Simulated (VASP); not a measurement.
Runs of VASP 6.6.1 on K. The structure is that of space group P6/mmm (No. 191), or close to it. The cells are those of the table. This isn't the form of K at room conditions, which is bcc.

```csv
cell,gap on the mesh (eV),pressure (GPa)
"a = 7.409, b = 7.409, c = 4.413 Å, angles 90.0, 90.0, 120.0°, 3 atoms",none,-0.3
"a = 7.499, b = 7.499, c = 4.466 Å, angles 90.0, 90.0, 120.0°, 3 atoms",none,(b)
"a = 6.920, b = 6.920, c = 4.121 Å, angles 90.0, 90.0, 120.0°, 3 atoms",none,0.7
"a = 7.221, b = 7.221, c = 4.301 Å, angles 90.0, 90.0, 120.0°, 3 atoms",none,(a)
"a = 7.023, b = 7.023, c = 4.183 Å, angles 90.0, 90.0, 120.0°, 3 atoms",none,0.4
```

Alike in all rows: task single point; level LDA; potentials or basis VASP PAW LDA potentials, release 64 (K_sv); no spin polarisation; k mesh 6 × 6 × 8; cutoff (eV) 520; smearing fermi-dirac 0.1 eV.

Task: Fill in the values left out.

Result: (a) 0.0; (b) -0.4.

A gap of «none» marks levels without a gap at the run's occupations.
